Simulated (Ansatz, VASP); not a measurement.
**Nb: VASP beside Ansatz**

INCAR

```
SYSTEM = Nb
  PREC = Accurate
  ENCUT = 520
  EDIFF = 1E-6
  ISMEAR = 0
  SIGMA = 0.15
  LREAL = .FALSE.
  LASPH = .TRUE.
  NELM = 80
  ALGO = Fast
  ISIF = 2
  LWAVE = .FALSE.
  LCHARG = .TRUE.
  GGA = PS
  LELF = .TRUE.
  LVHAR = .TRUE.
  NBANDS = 12
```

KPOINTS

```
regular mesh
0
G
  20 20 20
  0 0 0
```

Contents of POSCAR:

```
Nb
1.0
   -0.0528750000      2.1150000000      2.1150000000
    2.1150000000     -0.0528750000      2.1150000000
    2.0621250000      2.0621250000      0.0000000000
Nb
1
Direct
    0.0000000000      0.0000000000      0.0000000000
```

Input for Ansatz:

```yaml
crystal:
  lattice:
    - [-0.052875, 2.115, 2.115]
    - [2.115, -0.052875, 2.115]
    - [2.062125, 2.062125, 0.0]
  atoms:
    - { symbol: Nb, position: [0.0, 0.0, 0.0] }
basis:
  ecutwfc: 420
kpoints:
  mp_grid: { grid: [20, 20, 20] }
hamiltonian:
  xc: pbesol
scf:
  occupations: { method: gaussian, width: 0.15 }
output:
  forces: true
  stress: true
  eigenvalues: true
```

Change from the starting cell: strain -0.0500 x Voigt [0, 0, 0, 0, 0, 1], atoms carried along.

Alike in both runs: task single point; functional PBEsol; k mesh 20 × 20 × 20; occupations gaussian, width 0.15 eV; no spin polarisation.

```csv
,VASP,Ansatz
version,VASP 6.6.1,Ansatz 0.2.0
potentials or method,"VASP PAW PBE potentials, release 64 (Nb_sv), cutoff 520 eV","scalar-relativistic, plane waves, PAW"
valence electrons in the cell,13,13
```

|  | VASP | Ansatz | Ansatz less VASP |
| --- | --- | --- | --- |
| gap on the k mesh at the Fermi level (eV) | none | none | - |
| pressure (GPa) | -7.3 | -7.0 | +0.29 |
| traceless stress, the component that is largest in VASP (GPa) | -1.94 | -1.99 | -0.052 |

VASP's potentials were made for PBE, not for PBEsol. A gap of «none» marks a metal or a gap that the smearing closes.
